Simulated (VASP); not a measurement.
# TaTe (Pm-3m) in VASP: a series of runs, part 2 of 2

VASP 6.6.1. The steps go on from the part before.

## (3) Single point, PBE

This run uses another cell than the first one, of 20.02 Å³/atom, 1.062 times its volume.

INCAR

```
PREC = Accurate
ENCUT = 520
EDIFF = 1E-6
ISMEAR = -1
SIGMA = 0.05
LREAL = F
LASPH = T
NELM = 60
ALGO = Normal
ISIF = 2
LWAVE = F
LCHARG = T
GGA = PE
LELF = T
LVHAR = T
NBANDS = 16
```

KPOINTS

```
Automatic mesh
0
Gamma
  8 8 8
```

POSCAR

```
TaTe
1.0
    3.4210030038      0.0000000000      0.0000000000
    0.0000000000      3.4210030038      0.0000000000
    0.0000000000      0.0000000000      3.4210030038
Ta Te
1 1
Direct
    0.5000000000      0.5000000000      0.5000000000
    0.0000000000      0.0000000000      0.0000000000
```

Potentials or basis: VASP PAW PBE potentials, release 64 (Ta_pv, Te).

The run is started by

```
> cat potpaw_PBE.64/Ta_pv/POTCAR potpaw_PBE.64/Te/POTCAR > POTCAR
> mpirun -np 1 vasp_std > vasp.out
```

OUTCAR:

```text
PREC = Accurate
   ENCUT = 520
   EDIFF = 1E-6
   ISMEAR = -1
   LREAL = F
   LASPH = T
   NELM = 60
   ISIF = 2
   GGA = PE

 ion  position               nearest neighbor table
   1  0.500  0.500  0.500-   2 2.96   2 2.96   2 2.96   2 2.96   2 2.96   2 2.96   2 2.96   2 2.96

   2  0.000  0.000  0.000-   1 2.96   1 2.96   1 2.96   1 2.96   1 2.96   1 2.96   1 2.96   1 2.96

  LATTYP: Found a simple cubic cell.
 ALAT       =     3.4210030038

  Lattice vectors:

 A1 = (   3.4210030038,   0.0000000000,   0.0000000000)
 A2 = (   0.0000000000,   3.4210030038,   0.0000000000)
 A3 = (   0.0000000000,   0.0000000000,   3.4210030038)

Analysis of symmetry for initial positions (statically):
=====================================================================
 Subroutine PRICEL returns:
 Original cell was already a primitive cell.

 Routine SETGRP: Setting up the symmetry group for a
 simple cubic supercell.

 Subroutine GETGRP returns: Found 48 space group operations
 (whereof 48 operations were pure point group operations)
 out of a pool of 48 trial point group operations.
[... 156 lines left out ...]
  ---------------------------------------------------
  ext. energy  EPLUGINS =         0.00000000
  ---------------------------------------------------
  free energy    TOTEN  =       -14.53903203 eV

  energy without entropy =      -14.51086231  energy(sigma->0) =      -14.52494717

 E-fermi :   9.7129     XC(G=0): -11.8964

 val. band max:        9.6884775062   @ k =   0.5000   0.3750   0.2500
 cond. band min:       9.7157150512   @ k =   0.3750   0.3750   0.2500
 fundamental gap:      0.0272375450
 Fermi energy:         9.7129292170

 k-point     1 :       0.0000    0.0000    0.0000
  band No.  band energies     occupation
      1     -25.2483      2.00000
      2     -25.2483      2.00000
      3     -25.2483      2.00000
      4      -5.1567      2.00000
      5       6.8966      2.00000
      6       6.8966      2.00000
[... 433 lines left out ...]
      3     -25.2432      2.00000
      4      -2.5122      2.00000
      5       3.1531      2.00000
      6       4.0551      2.00000
[... 8 lines left out ...]
     15      18.0280      0.00000
     16      20.2410      0.00000

 [... further k-points ...]
[... 5 lines left out ...]
  --------------------------------------------------------------------------------------
  -------------------------------------------------------------------------------------
  Total        0.0071392      0.0071392      0.0071392      0.0000000     -0.0000000      0.0000000
  in kB        0.2856941      0.2856941      0.2856941      0.0000000     -0.0000000      0.0000000
  external PRESSURE =       0.2856941 kB  Pullay stress =       0.0000000 kB

 VOLUME and BASIS-vectors are now :
 -----------------------------------------------------------------------------
  energy-cutoff  :      520.00
  volume of cell :       40.04
      direct lattice vectors                 reciprocal lattice vectors
     3.421003004  0.000000000  0.000000000     0.292311933  0.000000000  0.000000000
     0.000000000  3.421003004  0.000000000     0.000000000  0.292311933  0.000000000
     0.000000000  0.000000000  3.421003004     0.000000000  0.000000000  0.292311933

 POSITION                                       TOTAL-FORCE (eV/Angst)
 -----------------------------------------------------------------------------------
      1.71050      1.71050      1.71050         0.000000      0.000000      0.000000
      0.00000      0.00000      0.00000         0.000000      0.000000      0.000000
 -----------------------------------------------------------------------------------
    total drift:                                0.000000      0.000000      0.000000

  FREE ENERGIE OF THE ION-ELECTRON SYSTEM (eV)
  ---------------------------------------------------
  free  energy   TOTEN  =       -14.5390320288 eV

  energy  without entropy=      -14.5108623147  energy(sigma->0) =      -14.52494717
```

OSZICAR:

```text
N       E                     dE             d eps       ncg     rms          rms(c)
DAV:   1     0.920933037163E+02    0.92093E+02   -0.82452E+03  1136   0.945E+02
DAV:   2    -0.126266846160E+02   -0.10472E+03   -0.10104E+03  1552   0.253E+02
DAV:   3    -0.150085767959E+02   -0.23819E+01   -0.23632E+01  1232   0.344E+01
DAV:   4    -0.150253184915E+02   -0.16742E-01   -0.16739E-01  1464   0.338E+00
DAV:   5    -0.150255957061E+02   -0.27721E-03   -0.27721E-03  1240   0.415E-01    0.128E+01
DAV:   6    -0.145920419654E+02    0.43355E+00   -0.68263E-01  1152   0.698E+00    0.632E+00
DAV:   7    -0.145453596924E+02    0.46682E-01   -0.94665E-02  1296   0.219E+00    0.218E+00
DAV:   8    -0.145390868583E+02    0.62728E-02   -0.12625E-02  1224   0.645E-01    0.283E-01
DAV:   9    -0.145390457618E+02    0.41097E-04   -0.47577E-04  1408   0.152E-01    0.167E-01
DAV:  10    -0.145390280010E+02    0.17761E-04   -0.14248E-04  1264   0.968E-02    0.378E-02
DAV:  11    -0.145390337981E+02   -0.57971E-05   -0.43693E-06  1480   0.185E-02    0.123E-02
DAV:  12    -0.145390321906E+02    0.16075E-05   -0.31217E-07   672   0.469E-03    0.130E-03
DAV:  13    -0.145390320288E+02    0.16183E-06   -0.23566E-08   688   0.114E-03
   1 F= -.14539032E+02 E0= -.14524947E+02  d E =-.281697E-01
```

stdout:

```text
POSCAR found type information on POSCAR TaTe
 POSCAR found :  2 types and       2 ions
 scaLAPACK will be used
 LDA part: xc-table for (Slater+PW92), standard interpolation
 POSCAR, INCAR and KPOINTS ok, starting setup
 FFT: planning ... GRIDC
 FFT: planning ... GRID_SOFT
 FFT: planning ... GRID
 WAVECAR not read
 entering main loop
```

Run time: 19 s. Hardware: 1 thread of Intel Xeon Platinum 8488C (Sapphire Rapids), shared host; peak memory 0.16 GiB.

What came out:

```yaml
Free_energy: -14.5390 eV
Pressure: 0.0 GPa
```

Caveat: spin-orbit coupling is left out, which moves the levels of the heavy elements.

## (4) Single point, PBE

This run uses another cell than the first one, of 19.75 Å³/atom, 1.048 times its volume.

INCAR

```
SYSTEM = TaTe
PREC     = Accurate       ! precision mode
ENCUT    = 520            ! plane-wave cutoff, eV
EDIFF    = 1E-6           ! SCF threshold, eV
ISMEAR   = -1             ! smearing method
SIGMA    = 0.05           ! smearing width, eV
LREAL    = .FALSE.        ! projectors in reciprocal space
LASPH    = .TRUE.         ! aspherical terms in the spheres
NELM     = 80             ! most SCF steps
ALGO     = Normal         ! electronic algorithm
ISIF     = 2              ! what is computed and relaxed
LWAVE    = .FALSE.        ! write WAVECAR
LCHARG   = .FALSE.        ! write CHGCAR
GGA      = PE             ! functional
NBANDS   = 16             ! bands
```

KPOINTS

```
regular mesh
0
G
  8 8 8
  0 0 0
```

POSCAR

```
TaTe
1.0
    3.4057431515      0.0000000000      0.0000000000
    0.0000000000      3.4057431515      0.0000000000
    0.0000000000      0.0000000000      3.4057431515
Ta Te
1 1
Direct
    0.5000000000      0.5000000000      0.5000000000
    0.0000000000      0.0000000000      0.0000000000
```

The run is started by

```
> cat potpaw_PBE.64/Ta_pv/POTCAR potpaw_PBE.64/Te/POTCAR > POTCAR
> mpirun -np 1 vasp_std > vasp.out
```

It took 19 s on 1 thread of Intel Xeon Platinum 8488C (Sapphire Rapids), shared host; peak memory 0.16 GiB.

The run converged. Its results:

```yaml
Free_energy: -14.5356 eV
Pressure: 2.0 GPa
```

Levels at points of the mesh, in eV from the Fermi level:
```tsv
k point	band 6	band 7	band 8	band 9	band 10	band 11	band 12	band 13
(0.00, 0.00, 0.00)	-2.87	-1.45	-1.45	-1.45	1.42	1.42	1.42	2.20
(0.50, 0.00, 0.00)	-2.99	-2.99	-2.03	1.61	2.77	4.38	5.14	5.36
(0.50, 0.50, 0.00)	-5.95	-3.44	-0.27	-0.27	0.53	1.52	3.18	3.59
(0.50, 0.50, 0.50)	-6.78	-6.78	1.52	1.52	1.52	3.32	3.32	4.62
```

Caveat: spin-orbit coupling is left out, which moves the levels of the heavy elements.

## (5) Relaxation of cell and atoms, PBE, target pressure 2 GPa, at which the enthalpy is minimised

This run uses another cell than the first one, of 20.00 Å³/atom, 1.061 times its volume.

INCAR

```
PREC = Accurate ; ENCUT = 600
EDIFF = 1E-6 ; ISMEAR = -1
SIGMA = 0.05 ; LREAL = F
LASPH = T ; NELM = 80
ALGO = Normal ; ISIF = 3
LWAVE = F ; LCHARG = F
GGA = PE ; IBRION = 2
NSW = 60 ; EDIFFG = -0.01
PSTRESS = 20.0
```

KPOINTS

```
Automatic mesh
0
Gamma
  8 8 8
```

POSCAR

```
TaTe
1.0
    3.4200900000      0.0000000000      0.0000000000
    0.0000000000      3.4200900000      0.0000000000
    0.0000000000      0.0000000000      3.4200900000
Ta Te
1 1
Direct
    0.5000000000      0.5000000000      0.5000000000
    0.0000000000      0.0000000000      0.0000000000
```

Potentials or basis: VASP PAW PBE potentials, release 64 (Ta_pv, Te).

The run is started by

```
> cat potpaw_PBE.64/Ta_pv/POTCAR potpaw_PBE.64/Te/POTCAR > POTCAR
> mpirun -np 1 vasp_std > vasp.out
```

OUTCAR:

```text
PREC = Accurate
   ENCUT = 600
   EDIFF = 1E-6
   ISMEAR = -1
   LREAL = F
   LASPH = T
   NELM = 80
   ISIF = 3
   GGA = PE
   IBRION = 2
   NSW = 60
   EDIFFG = -0.01
   PSTRESS = 20.0

 ion  position               nearest neighbor table
   1  0.500  0.500  0.500-   2 2.96   2 2.96   2 2.96   2 2.96   2 2.96   2 2.96   2 2.96   2 2.96

   2  0.000  0.000  0.000-   1 2.96   1 2.96   1 2.96   1 2.96   1 2.96   1 2.96   1 2.96   1 2.96

  LATTYP: Found a simple cubic cell.
 ALAT       =     3.4200900000

  Lattice vectors:

 A1 = (   3.4200900000,   0.0000000000,   0.0000000000)
 A2 = (   0.0000000000,   3.4200900000,   0.0000000000)
 A3 = (   0.0000000000,   0.0000000000,   3.4200900000)

Analysis of symmetry for initial positions (statically):
=====================================================================
 Subroutine PRICEL returns:
 Original cell was already a primitive cell.

 Routine SETGRP: Setting up the symmetry group for a
 simple cubic supercell.
[... 220 lines left out ...]
      4      -4.9760      2.00000
      5       7.1925      2.00000
      6       7.1925      2.00000
      7       8.7212      2.00000
      8       8.7212      2.00000
      9       8.7212      2.00000
     10      11.6196      0.00000
     11      11.6196      0.00000
     12      11.6196      0.00000
[... 382 lines left out ...]
--------------------------------------- Ionic step        3  -------------------------------------------

 number of electron      17.0000005 magnetization

 Free energy of the ion-electron system (eV)
  ---------------------------------------------------
  ext. energy  EPLUGINS =         0.00000000
  ---------------------------------------------------
  free energy    TOTEN  =       -14.53620469 eV

  energy without entropy =      -14.50842214  energy(sigma->0) =      -14.52231341

 E-fermi :   9.8769     XC(G=0): -11.9606

 val. band max:        9.8532251508   @ k =   0.5000   0.3750   0.2500
 cond. band min:       9.8849831564   @ k =   0.3750   0.3750   0.2500
 fundamental gap:      0.0317580056
 Fermi energy:         9.8769140734

 k-point     1 :       0.0000    0.0000    0.0000
  band No.  band energies     occupation
      1     -25.0491      2.00000
      2     -25.0491      2.00000
      3     -25.0491      2.00000
      4      -5.0890      2.00000
      5       7.0075      2.00000
      6       7.0075      2.00000
      7       8.4269      2.00000
      8       8.4269      2.00000
      9       8.4269      2.00000
     10      11.2981      0.00000
     11      11.2981      0.00000
     12      11.2981      0.00000
[... 378 lines left out ...]
  energy  without entropy=      -14.5084221359  energy(sigma->0) =      -14.52231341

  enthalpy is  TOTEN    =       -14.0429307084 eV   P V=        0.4932739854

 reached required accuracy - stopping structural energy minimisation
```

OSZICAR:

```text
N       E                     dE             d eps       ncg     rms          rms(c)
DAV:   1     0.100952431028E+03    0.10095E+03   -0.92897E+03   840   0.141E+03
[... 22 lines left out ...]
DAV:   1    -0.145727511907E+02   -0.56082E-01   -0.11457E+00   864   0.127E+01    0.154E+00
DAV:   2    -0.145426866053E+02    0.30065E-01   -0.56894E-02   864   0.244E+00    0.540E-01
DAV:   3    -0.145366493565E+02    0.60372E-02   -0.11452E-02  1008   0.103E+00    0.129E-01
DAV:   4    -0.145361858293E+02    0.46353E-03   -0.15277E-03   964   0.331E-01    0.111E-01
DAV:   5    -0.145362058958E+02   -0.20067E-04   -0.98650E-05  1084   0.996E-02    0.260E-02
DAV:   6    -0.145362039994E+02    0.18964E-05   -0.14806E-05   936   0.266E-02    0.514E-03
DAV:   7    -0.145362046938E+02   -0.69439E-06   -0.68022E-07   476   0.733E-03
   3 F= -.14042931E+02 E0= -.14029039E+02  d E =-.287602E-02
```

CONTCAR:

```text
TaTe
   1.00000000000000
     3.4060911526758084    0.0000000000000000   -0.0000000000000000
    -0.0000000000000000    3.4060911526758084   -0.0000000000000000
     0.0000000000000000    0.0000000000000000    3.4060911526758084
  Ta              Te
     1     1
Direct
     0.5000000000000000    0.5000000000000000    0.5000000000000000
     0.0000000000000000    0.0000000000000000    0.0000000000000000

  0.00000000E+00  0.00000000E+00  0.00000000E+00
  0.00000000E+00  0.00000000E+00  0.00000000E+00
```

Run time: 35 s. Hardware: 1 thread of Intel Xeon Platinum 8488C (Sapphire Rapids), shared host; peak memory 0.17 GiB.

What came out:

| Item | Value |
| --- | --- |
| Free energy | -14.5362 eV |
| Relaxed volume | 19.76 Å³/atom |
| Relaxed cell | a = 3.406 Å, b = 3.406 Å, c = 3.406 Å, α = 90.00°, β = 90.00°, γ = 90.00° |
| Space group after relaxing (to 0.05 Å) | Pm-3m (No. 221) |
| Energy change on relaxing (the enthalpy is what falls) | +1.6 meV/atom |
| Ionic steps | 3 |
| Pressure after relaxing | 2.0 GPa |

The path:
```csv
step,energy change (eV),largest force (eV/Å),pressure (GPa),volume (Å³)
1,0.0000,0.0000,0.13,40.00
2,0.0228,0.0000,5.50,38.67
3,0.0032,0.0000,2.00,39.52
```

Final structure:
```xyz
2
Lattice="3.4061 0.0000 0.0000 0.0000 3.4061 0.0000 0.0000 0.0000 3.4061" Properties=species:S:1:pos:R:3 pbc="T T T"
Ta    1.7030    1.7030    1.7030
Te    0.0000    0.0000    0.0000
```

Caveat: the cell is relaxed towards a set pressure, so the enthalpy falls and the energy may rise; spin-orbit coupling is left out, which moves the levels of the heavy elements.

## (6) Summary

| task | cell | cutoff (eV) | gap on the mesh (eV) | pressure (GPa) |
| --- | --- | --- | --- | --- |
| single point | a = 3.353 Å, 2 atoms | 520 | none | 10.1 |
| single point | a = 3.421 Å, 2 atoms | 520 | none | 0.0 |
| single point | a = 3.406 Å, 2 atoms | 520 | none | 2.0 |
| relaxation of cell and atoms | relaxed to 2 GPa from a = 3.420 Å, 2 atoms | 600 | none | 2.0 |

Alike in all rows: level PBE; potentials or basis VASP PAW PBE potentials, release 64 (Ta_pv, Te); no spin polarisation; k mesh 8 × 8 × 8; smearing fermi-dirac 0.05 eV.

Caveats: spin-orbit coupling is left out, which moves the levels of the heavy elements; the cell is relaxed towards a set pressure, so the enthalpy falls and the energy may rise (some runs).

Absolute energies hang on the potentials; compare differences alone.
